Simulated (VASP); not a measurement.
# CoSi (zincblende type) (F-43m) in VASP: further runs

The runs below take CoSi (zincblende type) through single point, relaxation of cell and atoms, with PBE.

All numbers are computed with VASP 6.6.1; they aren't measurements. Logs are shortened: lines on timing, memory, paths and dates and some standing lists are left out, and cuts for length are marked.

## 1. The cell of the first run

The structure is cubic, space group F-43m (No. 216). Conventional cell: a = 4.178 Å, b = 4.178 Å, c = 4.178 Å, α = 90.00°, β = 90.00°, γ = 90.00°. Co (site symmetry -43m) has 4 Si at 1.81 Å within 2.4 Å. Si (site symmetry -43m) has 4 Co at 1.81 Å within 2.4 Å.

## 2. Single point, PBE

INCAR reads:

```
ALGO = Normal ; EDIFF = 1E-6
ENCUT = 520 ; GGA = PE
ISIF = 2 ; ISMEAR = -1
LASPH = True ; LCHARG = False
LREAL = False ; LWAVE = False
NBANDS = 14 ; NELM = 100
PREC = Accurate ; SIGMA = 0.05
```

KPOINTS reads:

```
k-points
0
Gamma
  15 15 15
```

POSCAR reads:

```
CoSi
1.0
    0.0000000000      2.0890972439      2.0890972439
    2.0890972439      0.0000000000      2.0890972439
    2.0890972439      2.0890972439      0.0000000000
Co Si
1 1
Direct
    0.0000000000      0.0000000000      0.0000000000
    0.2500000000      0.2500000000      0.2500000000
```

Potentials or basis: VASP PAW PBE potentials, release 64 (Co, Si).

Command:

```console
> cat potpaw_PBE.64/Co/POTCAR potpaw_PBE.64/Si/POTCAR > POTCAR
> mpirun -np 1 vasp_std > vasp.out
```

OUTCAR:

```text
EDIFF = 1E-6
   ENCUT = 520
   GGA = PE
   ISIF = 2
   ISMEAR = -1
   LASPH = True
   LREAL = False
   NELM = 100
   PREC = Accurate

 ion  position               nearest neighbor table
   1  0.000  0.000  0.000-   2 1.81   2 1.81   2 1.81   2 1.81
   2  0.250  0.250  0.250-   1 1.81   1 1.81   1 1.81   1 1.81

  LATTYP: Found a face centered cubic cell.
 ALAT       =     4.1781944878

  Lattice vectors:

 A1 = (   0.0000000000,   2.0890972439,   2.0890972439)
 A2 = (   2.0890972439,   0.0000000000,   2.0890972439)
 A3 = (   2.0890972439,   2.0890972439,   0.0000000000)

Analysis of symmetry for initial positions (statically):
=====================================================================
 Subroutine PRICEL returns:
 Original cell was already a primitive cell.

 Routine SETGRP: Setting up the symmetry group for a
 face centered cubic supercell.

 Subroutine GETGRP returns: Found 24 space group operations
 (whereof 24 operations were pure point group operations)
 out of a pool of 48 trial point group operations.

The static configuration has the point symmetry T_d .

Analysis of symmetry for dynamics (positions and initial velocities):
=====================================================================
 Subroutine PRICEL returns:
 Original cell was already a primitive cell.

 Routine SETGRP: Setting up the symmetry group for a
 face centered cubic supercell.

 Subroutine GETGRP returns: Found 24 space group operations
 (whereof 24 operations were pure point group operations)
 out of a pool of 48 trial point group operations.

The dynamic configuration has the point symmetry T_d .

 Subroutine INISYM returns: Found 24 space group operations
 (whereof 24 operations are pure point group operations),
 and found     1 'primitive' translations

----------------------------------------------------------------------------------------

                                     Primitive cell

  volume of cell :      18.2350

  direct lattice vectors                    reciprocal lattice vectors
     0.000000000  2.089097244  2.089097244    -0.239337830  0.239337830  0.239337830
     2.089097244  0.000000000  2.089097244     0.239337830 -0.239337830  0.239337830
     2.089097244  2.089097244  0.000000000     0.239337830  0.239337830 -0.239337830

  length of vectors
     2.954429655  2.954429655  2.954429655     0.414545281  0.414545281  0.414545281

  position of ions in fractional coordinates (direct lattice)
     0.000000000  0.000000000  0.000000000
     0.250000000  0.250000000  0.250000000

[... 81 lines left out ...]
   NFREE  =      0    steps in history (QN), initial steepest desc. (CG)
   ISIF   =      2    stress and relaxation
   ISYM   =      2    0-nonsym 1-usesym 2-fastsym
   POTIM  = 0.5000    time-step for ionic-motion
   TEBEG  =    0.0;   TEEND  =   0.0 temperature during run
   PSTRESS=    0.0 pullay stress
   NELECT =      13.0000    total number of electrons
   NUPDOWN=      -1.0000    fix difference up-down
   EMIN   =  10.00;   EMAX   =-10.00  energy-range for DOS
   EFERMI =   0.00;   METHOD = LEGACY
   ISMEAR =    -1;   SIGMA  =   0.05  broadening in eV -4-tet -1-fermi 0-gaus
   EFERMI_NEDOS =   21; number of points for ismear=-14 and -15
   IALGO  =     38    algorithm
   IMIX   =      4    mixing-type and parameters
     AMIX     =   0.40;   BMIX     =  1.00
     AMIX_MAG =   1.60;   BMIX_MAG =  1.00
  volume/ion in A,a.u.               =       9.12        61.53
  Fermi-wavevector in a.u.,A,eV,Ry     =   1.462471  2.763670 29.100436  2.138822
  Thomas-Fermi vector in A             =   2.578681
   LORBIT       =      0    0 simple, 1 ext, 2 COOP (PROOUT), +10 PAW based schemes
   GGA     = PE    functional components
   LHFCALC =     F    Hartree Fock is set to
   AEXX    =    0.0000 exact exchange contribution
   IVDW    =     0    specifies the selected vdW correction
   LEPSILON=     F    determine dielectric tensor
   LRPA    =     F    only Hartree local field effects (RPA)
 non-spin polarized calculation
  energy-cutoff  :      520.00
  volume of cell :       18.24
 maximum number of plane-waves:       531
 NGX is ok and might be reduce to    24
   NGX = 11   NGY = 11   NGZ = 11

 number of electron      12.9999996 magnetization

 Free energy of the ion-electron system (eV)
  ---------------------------------------------------
  ext. energy  EPLUGINS =         0.00000000
  ---------------------------------------------------
  free energy    TOTEN  =        -5.76763129 eV

  energy without entropy =       -5.76280483  energy(sigma->0) =       -5.76521806

 E-fermi :  14.5208     XC(G=0): -13.4777

 val. band max:       14.4955692164   @ k =   0.4667   0.2000   0.0667
 cond. band min:      14.5219034147   @ k =  -0.3333   0.2667   0.0000
 fundamental gap:      0.0263341984
 Fermi energy:        14.5208231876

 k-point     1 :       0.0000    0.0000    0.0000
  band No.  band energies     occupation
      1       0.4407      2.00000
      2       9.8571      2.00000
      3       9.8571      2.00000
      4       9.8571      2.00000
      5      11.6865      2.00000
      6      11.6865      2.00000
      7      23.9568      0.00000
      8      23.9568      0.00000
      9      23.9568      0.00000
     10      26.8902      0.00000
     11      26.8902      0.00000
     12      26.8902      0.00000
     13      29.4194      0.00000
     14      32.8271      0.00000
[... 377 lines left out ...]
      1       1.4728      2.00000
      2       9.4420      2.00000
      3      10.1580      2.00000
      4      10.1715      2.00000
      5      11.1507      2.00000
      6      11.9177      2.00000
      7      20.2896      0.00000
      8      21.1920      0.00000
      9      23.5291      0.00000
     10      24.5978      0.00000
     11      26.8487      0.00000
     12      29.4103      0.00000
     13      29.4343      0.00000
     14      32.5527      0.00000

 [... further k-points ...]
[... 5 lines left out ...]
  --------------------------------------------------------------------------------------
  -------------------------------------------------------------------------------------
  Total       24.3830877     24.3830877     24.3830877      0.0000000     -0.0000000     -0.0000000
  in kB     2142.3642802   2142.3642802   2142.3642802      0.0000000     -0.0000000     -0.0000000
  external PRESSURE =    2142.3642802 kB  Pullay stress =       0.0000000 kB

 VOLUME and BASIS-vectors are now :
 -----------------------------------------------------------------------------
  energy-cutoff  :      520.00
  volume of cell :       18.24
      direct lattice vectors                 reciprocal lattice vectors
     0.000000000  2.089097244  2.089097244    -0.239337830  0.239337830  0.239337830
     2.089097244  0.000000000  2.089097244     0.239337830 -0.239337830  0.239337830
     2.089097244  2.089097244  0.000000000     0.239337830  0.239337830 -0.239337830

 POSITION                                       TOTAL-FORCE (eV/Angst)
 -----------------------------------------------------------------------------------
      0.00000      0.00000      0.00000        -0.000000     -0.000000      0.000000
      1.04455      1.04455      1.04455         0.000000      0.000000     -0.000000
 -----------------------------------------------------------------------------------
    total drift:                                0.000001      0.000001      0.000001

  FREE ENERGIE OF THE ION-ELECTRON SYSTEM (eV)
  ---------------------------------------------------
  free  energy   TOTEN  =        -5.7676312855 eV

  energy  without entropy=       -5.7628048281  energy(sigma->0) =       -5.76521806
```

OSZICAR:

```text
N       E                     dE             d eps       ncg     rms          rms(c)
DAV:   1     0.596512024784E+02    0.59651E+02   -0.56330E+03  3432   0.103E+03
DAV:   2    -0.348420848483E+01   -0.63135E+02   -0.57347E+02  3732   0.204E+02
DAV:   3    -0.623947845910E+01   -0.27553E+01   -0.27346E+01  4056   0.468E+01
DAV:   4    -0.627762864409E+01   -0.38150E-01   -0.38138E-01  3974   0.518E+00
DAV:   5    -0.627867141236E+01   -0.10428E-02   -0.10427E-02  4216   0.874E-01    0.146E+01
DAV:   6    -0.612288294661E+01    0.15579E+00   -0.36746E+00  4050   0.327E+01    0.512E+00
DAV:   7    -0.586163520629E+01    0.26125E+00   -0.21410E+00  4134   0.262E+01    0.661E+00
DAV:   8    -0.576752699694E+01    0.94108E-01   -0.22011E-01  4906   0.691E+00    0.247E-01
DAV:   9    -0.576782606468E+01   -0.29907E-03   -0.88299E-03  3600   0.736E-01    0.254E-01
DAV:  10    -0.576766199583E+01    0.16407E-03   -0.21399E-04  4260   0.106E-01    0.131E-01
DAV:  11    -0.576763503004E+01    0.26966E-04   -0.52469E-05  4196   0.664E-02    0.403E-02
DAV:  12    -0.576763112264E+01    0.39074E-05   -0.78093E-06  4044   0.194E-02    0.691E-03
DAV:  13    -0.576763128547E+01   -0.16283E-06   -0.25159E-07  2118   0.544E-03
   1 F= -.57676313E+01 E0= -.57652181E+01  d E =-.482646E-02
```

Wall time 18 s (1 thread of Intel Xeon 8259CL, shared host); peak memory 0.16 GiB.

Results:

```yaml
Free_energy: -5.7676 eV
Pressure: 214.2 GPa
Band_gap_on_the_k_mesh: zero (an odd number of electrons rules out a gap without spin polarisation)
```

Caveat: the cell stands under pressure; the run has no spin polarisation, though such a crystal can be magnetic. Spin polarisation is off, so any magnetic state and its effect on volume and gap are missing.

## 3. Single point, PBE

INCAR reads:

```
SYSTEM = CoSi
PREC     = Accurate       ! precision mode
ENCUT    = 520            ! plane-wave cutoff, eV
EDIFF    = 1E-6           ! SCF threshold, eV
ISMEAR   = -1             ! smearing method
SIGMA    = 0.05           ! smearing width, eV
LREAL    = .False.        ! projectors in reciprocal space
LASPH    = .True.         ! aspherical terms in the spheres
NELM     = 80             ! most SCF steps
ALGO     = Normal         ! electronic algorithm
ISIF     = 2              ! what is computed and relaxed
LWAVE    = .False.        ! write WAVECAR
LCHARG   = .True.         ! write CHGCAR
GGA      = PE             ! functional
LELF     = .True.         ! ELF
LVHAR    = .True.       
NBANDS   = 14             ! bands
```

KPOINTS reads:

```
Automatic mesh
0
Gamma
  15 15 15
  0 0 0
```

POSCAR reads:

```
CoSi
1.0
    0.0000000000      2.0897465736      2.0897465736
    2.0897465736      0.0000000000      2.0897465736
    2.0897465736      2.0897465736      0.0000000000
Co Si
1 1
Direct
    0.0000000000      0.0000000000      0.0000000000
    0.2500000000      0.2500000000      0.2500000000
```

Potentials or basis: VASP PAW PBE potentials, release 64 (Co, Si).

Command:

```console
> cat potpaw_PBE.64/Co/POTCAR potpaw_PBE.64/Si/POTCAR > POTCAR
> mpirun -np 1 vasp_std > vasp.out
```

It took 19 s on 1 thread of Intel Xeon 8259CL, shared host; peak memory 0.16 GiB.

Results (log left out):

| Quantity | Value |
| --- | --- |
| Free energy | -5.7903 eV |
| Pressure | 213.5 GPa |
| Band gap on the k mesh | zero (an odd number of electrons rules out a gap without spin polarisation) |

Levels at points of the mesh, in eV from the Fermi level:
```tsv
k point	band 4	band 5	band 6	band 7	band 8	band 9
(0.00, 0.00, 0.00)	-4.66	-2.83	-2.83	9.43	9.43	9.43
```

Caveat: the cell stands under pressure; the run has no spin polarisation, though such a crystal can be magnetic. Spin polarisation is off, so any magnetic state and its effect on volume and gap are missing.

[end of part 1 of 2]
